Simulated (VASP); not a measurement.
Here is a VASP 6.6.1 calculation.

File INCAR:

```
SYSTEM = BN
ALGO = Normal
EDIFF = 1E-6
ENCUT = 600
GGA = CA
GGA_COMPAT = .FALSE.
ISIF = 2
ISMEAR = 0
LASPH = .TRUE.
LCHARG = .TRUE.
LELF = .TRUE.
LREAL = .FALSE.
LVHAR = .TRUE.
LWAVE = .FALSE.
NBANDS = 11
NELM = 120
PREC = Accurate
SIGMA = 0.01
```

KPOINTS

```
k-points
0
G
  12 12 12
  0 0 0
```

POSCAR

```
BN
1.0
    1.2312772943      0.7108782773      2.6761920116
   -1.2312772943      0.7108782773      2.6761920116
    0.0000000000     -1.4217565546      2.6761920116
B N
1 1
Direct
    1.0012977174      1.0012977174      1.0012977174
    0.3311352826      0.3311352826      0.3311352826
```

Potentials or basis: VASP PAW LDA potentials, release 64 (B, N).

Launch:

```bash
$ cat potpaw_LDA.64/B/POTCAR potpaw_LDA.64/N/POTCAR > POTCAR
$ mpirun -np 1 vasp_std > vasp.out
```

Problem. Estimate the band gap on the k mesh.

Solution. 3.44 eV (least direct gap 4.84 eV).

Problem. Estimate the pressure.

Solution. 16.4 GPa.

Stress tensor (GPa, compression positive):
```
16.78  0.00  0.00
 0.00 16.78  0.00
 0.00  0.00 15.77
```

Caveat: the cell stands under pressure. A k mesh can miss the band edges.
